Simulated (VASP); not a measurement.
A run of VASP 6.6.1 is set up as follows.

The input INCAR:

```
SYSTEM = TaN
PREC = Accurate
ENCUT = 600
EDIFF = 1E-7
ISMEAR = -1
SIGMA = 0.08
LREAL = .FALSE.
LASPH = .TRUE.
NELM = 80
ALGO = Normal
ISIF = 3
LWAVE = .FALSE.
LCHARG = .FALSE.
GGA = PE
IBRION = 2
NSW = 60
EDIFFG = -0.005
PSTRESS = 2100.0
```

The input KPOINTS:

```
Automatic mesh
0
G
  17 17 15
  0 0 0
```

The input POSCAR:

```
TaN
1.0
    2.6428950751      0.0000000000      0.0000000000
   -1.3214475376      2.2888142746      0.0000000000
    0.0000000000      0.0000000000      2.5900371736
Ta N
1 1
Direct
    0.0000000000      0.0000000000      0.0000000000
    0.3333333333      0.6666666667      0.5000000000
```

Potentials or basis: VASP PAW PBE potentials, release 64 (Ta_pv, N).

Command:

```bash
$ cat potpaw_PBE.64/Ta_pv/POTCAR potpaw_PBE.64/N/POTCAR > POTCAR
$ mpirun -np 1 vasp_std > vasp.out
```

Task: Predict the space group after relaxing (to 0.1 Å).

Result: P-6m2 (No. 187).

Task: Estimate the relaxed cell.

Result: a = 2.637 Å, b = 2.637 Å, c = 2.647 Å, α = 90.00°, β = 90.00°, γ = 120.00°.

Task: Predict the relaxed volume.

Result: 7.97 Å³/atom.

The path:
| step | energy change (eV) | largest force (eV/Å) | pressure (GPa) | volume (Å³) |
| --- | --- | --- | --- | --- |
| 1 | 0.0000 | 0.0000 | 231.12 | 15.67 |
| 2 | -2.3164 | 0.0000 | 94.82 | 18.10 |
| 3 | -0.5331 | 0.0000 | 203.32 | 16.05 |
| 4 | -0.4908 | 0.0000 | 205.56 | 16.02 |
| 5 | -0.2115 | 0.0000 | 217.88 | 15.81 |
| 6 | -0.3974 | 0.0000 | 210.08 | 15.94 |
| 7 | -0.3954 | 0.0000 | 210.17 | 15.94 |
| 8 | -0.4143 | 0.0000 | 209.19 | 15.95 |
| 9 | -0.3990 | 0.0000 | 209.99 | 15.94 |
| 10 | -0.3993 | 0.0000 | 209.98 | 15.94 |
| 11 | -0.3997 | 0.0000 | 209.96 | 15.94 |
| 12 | -0.3995 | 0.0000 | 209.95 | 15.94 |
| 13 | -0.3994 | 0.0000 | 209.96 | 15.94 |
| 14 | -0.3986 | 0.0000 | 210.02 | 15.94 |
| 15 | -0.3990 | 0.0000 | 209.99 | 15.94 |

Caveat: the cell is relaxed towards a set pressure, so the run minimises the enthalpy, not the energy.
